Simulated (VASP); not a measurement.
# AlN (rvv) (P6_3mc) in VASP: further runs, part 2 of 2

VASP 6.6.1.

## 3. Relaxation of shape and atoms at fixed volume, r2SCAN+rVV10 (volume scaled by 0.94)

POSCAR reads:

```
AlN
1.0
    3.0421836446      0.0000000000      0.0000000000
   -1.5210918223      2.6346083192      0.0000000000
    0.0000000000      0.0000000000      4.8635227177
Al N
2 2
Direct
    0.3333333333      0.6666666667     -0.0011042419
    0.6666666667      0.3333333333      0.4988957581
    0.3333333333      0.6666666667      0.3811042419
    0.6666666667      0.3333333333      0.8811042419
```

INCAR.step1 reads:

```
SYSTEM = AlN
  PREC = Accurate
  ENCUT = 600
  ISMEAR = 0
  SIGMA = 0.02
  LREAL = .False.
  LASPH = .True.
  NELM = 100
  GGA = PE
  ALGO = Normal
  EDIFF = 1E-4
  LWAVE = .True.
  LCHARG = .False.
```

INCAR.step2 reads:

```
SYSTEM = AlN
  PREC = Accurate
  ENCUT = 600
  EDIFF = 1E-7
  ISMEAR = 0
  SIGMA = 0.02
  LREAL = .False.
  LASPH = .True.
  NELM = 100
  ALGO = Normal
  ISIF = 4
  LWAVE = .False.
  LCHARG = .False.
  METAGGA = R2SCAN
  LMIXTAU = .True.
  LUSE_VDW = .True.
  IVDW_NL = 2
  BPARAM = 11.95
  CPARAM = 0.0093
  IBRION = 2
  NSW = 50
  EDIFFG = -0.01
  ISTART = 1
```

KPOINTS reads:

```
Automatic mesh
0
Gamma
  9 9 6
  0 0 0
```

Potentials or basis: VASP PAW PBE potentials, release 64 (Al, N).

The run is started by

```
cat potpaw_PBE.64/Al/POTCAR potpaw_PBE.64/N/POTCAR > POTCAR
cp INCAR.step1 INCAR
mpirun -np 1 vasp_std > vasp.out
cp INCAR.step2 INCAR
mpirun -np 1 vasp_std > vasp.out
```

OUTCAR:

```text
SYSTEM = AlN
   PREC = Accurate
   ENCUT = 600
   EDIFF = 1E-7
   ISMEAR = 0
   LREAL = .False.
   LASPH = .True.
   NELM = 100
   ISIF = 4
   METAGGA = R2SCAN
   IVDW_NL = 2
   BPARAM = 11.95
   IBRION = 2
   NSW = 50
   EDIFFG = -0.01
   ISTART = 1

 ion  position               nearest neighbor table
   1  0.333  0.667  0.999-   4 1.85   4 1.85   4 1.85   3 1.86   2 3.00   2 3.00   2 3.00   2 3.00
                             2 3.00   2 3.00
   2  0.667  0.333  0.499-   3 1.85   3 1.85   3 1.85   4 1.86   1 3.00   1 3.00   1 3.00   1 3.00
                             1 3.00   1 3.00
   3  0.333  0.667  0.381-   2 1.85   2 1.85   2 1.85   1 1.86
   4  0.667  0.333  0.881-   1 1.85   1 1.85   1 1.85   2 1.86

  LATTYP: Found a hexagonal cell.
 ALAT       =     3.0421836446
 C/A-ratio  =     1.5986946502

  Lattice vectors:

 A1 = (   3.0421836446,   0.0000000000,   0.0000000000)
 A2 = (  -1.5210918223,   2.6346083192,   0.0000000000)
 A3 = (   0.0000000000,   0.0000000000,   4.8635227177)

Analysis of symmetry for initial positions (statically):
=====================================================================
 Subroutine PRICEL returns:
 Original cell was already a primitive cell.

 Routine SETGRP: Setting up the symmetry group for a
 hexagonal supercell.

 Subroutine GETGRP returns: Found 12 space group operations
 (whereof  6 operations were pure point group operations)
 out of a pool of 24 trial point group operations.

The static configuration has the point symmetry C_3v.
 The point group associated with its full space group is C_6v.

Analysis of symmetry for dynamics (positions and initial velocities):
=====================================================================
 Subroutine PRICEL returns:
 Original cell was already a primitive cell.

 Routine SETGRP: Setting up the symmetry group for a
 hexagonal supercell.

 Subroutine GETGRP returns: Found 12 space group operations
[... 142 lines left out ...]
 non-spin polarized calculation
 Gauss-broadening in eV      SIGMA  =   0.02
  energy-cutoff  :      600.00
  volume of cell :       38.98
 maximum number of plane-waves:      1317
   NGX = 13   NGY = 13   NGZ = 19

--------------------------------------- Ionic step        1  -------------------------------------------

 number of electron      15.9999999 magnetization

 Free energy of the ion-electron system (eV)
  ---------------------------------------------------
  ext. energy  EPLUGINS =         0.00000000
  ---------------------------------------------------
  free energy    TOTEN  =       -37.97521326 eV

  energy without entropy =      -37.97521326  energy(sigma->0) =      -37.97521326

------------------------ aborting loop because EDIFF is reached ----------------------------------------

  FORCE on cell =-STRESS in cart. coord.  units (eV):
  Direction    XX          YY          ZZ          XY          YZ          ZX
  --------------------------------------------------------------------------------------
  -------------------------------------------------------------------------------------
  Total        3.5910376      3.5910376      3.4773112      0.0000000     -0.0000000      0.0000000
  in kB      147.5971952    147.5971952    142.9228622      0.0000000     -0.0000000      0.0000000
  external PRESSURE =     146.0390842 kB  Pullay stress =       0.0000000 kB
[... 63 lines left out ...]
--------------------------------------- Ionic step        3  -------------------------------------------

 number of electron      15.9999999 magnetization

 Free energy of the ion-electron system (eV)
  ---------------------------------------------------
  ext. energy  EPLUGINS =         0.00000000
  ---------------------------------------------------
  free energy    TOTEN  =       -37.97542571 eV

  energy without entropy =      -37.97542571  energy(sigma->0) =      -37.97542571

 E-fermi :   6.7124     XC(G=0): -11.7551

 val. band max:        6.5927054225   @ k =   0.0000   0.0000   0.0000
 cond. band min:      12.0527241710   @ k =   0.0000   0.0000   0.0000
 fundamental gap:      5.4600187485
 Fermi energy:         6.7123574236

 k-point     1 :       0.0000    0.0000    0.0000
  band No.  band energies     occupation
      1      -9.8448      2.00000
      2      -7.4865      2.00000
      3       0.1767      2.00000
      4       5.6062      2.00000
      5       5.6062      2.00000
      6       6.2954      2.00000
      7       6.2954      2.00000
      8       6.5927      2.00000
      9      12.0527      0.00000
     10      14.6267      0.00000
     11      18.7442      0.00000
     12      19.0109      0.00000
[... 331 lines left out ...]
 k-point    24 :       0.3333    0.3333    0.1667
  band No.  band energies     occupation
      1      -7.1157      2.00000
      2      -7.1157      2.00000
      3       1.4602      2.00000
      4       2.2072      2.00000
      5       2.2072      2.00000
      6       3.6277      2.00000
      7       4.6057      2.00000
      8       4.6057      2.00000
      9      12.7095      0.00000
     10      15.9151      0.00000
     11      16.9493      0.00000
     12      16.9493      0.00000

 [... further k-points ...]
[... 5 lines left out ...]
  --------------------------------------------------------------------------------------
  -------------------------------------------------------------------------------------
  Total        3.5496363      3.5496363      3.5256592      0.0000000     -0.0000000      0.0000000
  in kB      145.8955351    145.8955351    144.9100417      0.0000000     -0.0000000      0.0000000
  external PRESSURE =     145.5670373 kB  Pullay stress =       0.0000000 kB
[... 19 lines left out ...]
  FREE ENERGIE OF THE ION-ELECTRON SYSTEM (eV)
  ---------------------------------------------------
  free  energy   TOTEN  =       -37.9754257149 eV

  energy  without entropy=      -37.9754257149  energy(sigma->0) =      -37.97542571

 reached required accuracy - stopping structural energy minimisation
```

OUTCAR.step1:

```text
SYSTEM = AlN
   PREC = Accurate
   ENCUT = 600
   ISMEAR = 0
   LREAL = .False.
   LASPH = .True.
   NELM = 100
[... 592 lines left out ...]
      1.52109      0.87820      2.42639         0.000000      0.000000     -0.030615
     -0.00000      1.75641      1.85351         0.000000      0.000000      0.030615
      1.52109      0.87820      4.28527        -0.000000      0.000000      0.030615
 -----------------------------------------------------------------------------------
    total drift:                                0.000000      0.000000      0.000564

  FREE ENERGIE OF THE ION-ELECTRON SYSTEM (eV)
  ---------------------------------------------------
  free  energy   TOTEN  =       -29.5756313813 eV

  energy  without entropy=      -29.5756313813  energy(sigma->0) =      -29.57563138
```

Wall time 4 min (1 thread of Intel Xeon Platinum 8375C at 2.90GHz (Ice Lake), shared host); peak memory 0.27 GiB.

Results:

```yaml
Free_energy: -37.9754 eV
Energy_gained_by_relaxing: 0.1 meV/atom
Ionic_steps: 3
Pressure_after_relaxing: 14.6 GPa
Band_gap_on_the_k_mesh: 5.46 eV, direct
```

Step by step:
| step | energy change (eV) | largest force (eV/Å) | pressure (GPa) | volume (Å³) |
| --- | --- | --- | --- | --- |
| 1 | 0.0000 | 0.0240 | 14.60 | 38.98 |
| 2 | -0.0002 | 0.0101 | 14.58 | 38.98 |
| 3 | -0.0002 | 0.0011 | 14.56 | 38.98 |

Final structure:
```xyz
4
Lattice="3.0445 0.0000 0.0000 -1.5222 2.6366 0.0000 0.0000 0.0000 4.8562" Properties=species:S:1:pos:R:3 pbc="T T T"
Al    0.0000    1.7577    4.8489
Al    1.5222    0.8789    2.4208
N     0.0000    1.7577    1.8526
N     1.5222    0.8789    4.2807
```

Caveat: the cell differs from its parent crystal (volume scaled by 0.94); the PAW data sets were made with another functional, which shifts forces and pressure a little.
